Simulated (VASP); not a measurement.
Wanted: the native input for a VASP 6.6.1 run.

```
Task                   : single point
Functional             : PBE
Potentials or basis    : VASP PAW PBE potentials, release 64 (W_sv, C)
Cutoff                 : 520 eV
k mesh                 : 11 × 11 × 10
Occupations            : methfessel-paxton, width 0.1 eV
Spin                   : no spin polarisation
Dipole correction      : no
Further INCAR settings : ALGO = Normal; EDIFF = 1e-06; NBANDS = 16
```

The structure of WC (Qusongite) lies in POSCAR:

```
WC
1.0
    2.9065000000      0.0000000000      0.0000000000
   -1.4532500000      2.5171028361      0.0000000000
    0.0000000000      0.0000000000      2.8366000000
W C
1 1
Direct
    0.0000000000      0.0000000000      0.0000000000
    0.6666666667      0.3333333333      0.5000000000
```

One way to write it, as run:

INCAR

```
PREC = Accurate
ENCUT = 520
EDIFF = 1E-6
ISMEAR = 1
SIGMA = 0.1
LREAL = False
LASPH = True
NELM = 100
ALGO = Normal
ISIF = 2
LWAVE = False
LCHARG = True
GGA = PE
LELF = True
LVHAR = True
NBANDS = 16
```

KPOINTS

```
Automatic mesh
0
Gamma
  11 11 10
```

Potentials or basis: VASP PAW PBE potentials, release 64 (W_sv, C).

The run is started by

```bash
$ cat potpaw_PBE.64/W_sv/POTCAR potpaw_PBE.64/C/POTCAR > POTCAR
$ mpirun -np 1 vasp_std > vasp.out
```

It gave:

* Pressure: 6.8 GPa
* Band gap on the k mesh: zero (band 9 reaches 11.72 eV, above the bottom of band 10 at 10.49 eV)

Caveat: spin-orbit coupling is left out, which moves the levels of the heavy elements.

Run time: 14 s on 1 thread of Intel(R) Xeon(R) Platinum 8488C (Sapphire Rapids), with other jobs on the host, peak memory 0.16 GiB.
